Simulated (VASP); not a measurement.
Here is a VASP 6.6.1 calculation.

The input INCAR:

```
PREC = Accurate
ENCUT = 520
EDIFF = 1E-7
ISMEAR = 0
SIGMA = 0.01
LREAL = False
LASPH = True
NELM = 100
ALGO = Normal
ISIF = 2
LWAVE = False
LCHARG = True
GGA = PS
LELF = True
LVHAR = True
NBANDS = 27
```

The input KPOINTS:

```
regular mesh
0
Gamma
  12 12 12
```

Contents of POSCAR:

```
GaO
1.0
    1.5373556042      0.8875926720      6.4075487159
   -1.5373556042      0.8875926720      6.4075487159
    0.0000000000     -1.7751853439      6.4075487159
Ga O
2 2
Direct
    0.9355518902      0.9355518902      0.9355518902
    0.0644481098      0.0644481098      0.0644481098
    0.2314926279      0.2314926279      0.2314926279
    0.7685073721      0.7685073721      0.7685073721
```

Potentials or basis: VASP PAW PBE potentials, release 64 (Ga_d, O).

Command:

```bash
$ cat potpaw_PBE.64/Ga_d/POTCAR potpaw_PBE.64/O/POTCAR > POTCAR
$ mpirun -np 1 vasp_std > vasp.out
```

Task: Estimate the largest force.

Result: 0.017 eV/Å.

Task: Estimate the pressure.

Result: 0.2 GPa.

Task: What does it give for the band gap on the k mesh?

Result: 0.98 eV (least direct gap 0.98 eV).

Forces in eV/Å, atoms in the order of the input:
```
Ga   0.000  0.000  0.017
Ga   0.000  0.000 -0.017
O    0.000  0.000 -0.016
O    0.000  0.000  0.016
```

Caveat: the PAW data sets were made with another functional, which shifts forces and pressure a little. A k mesh can miss the band edges.
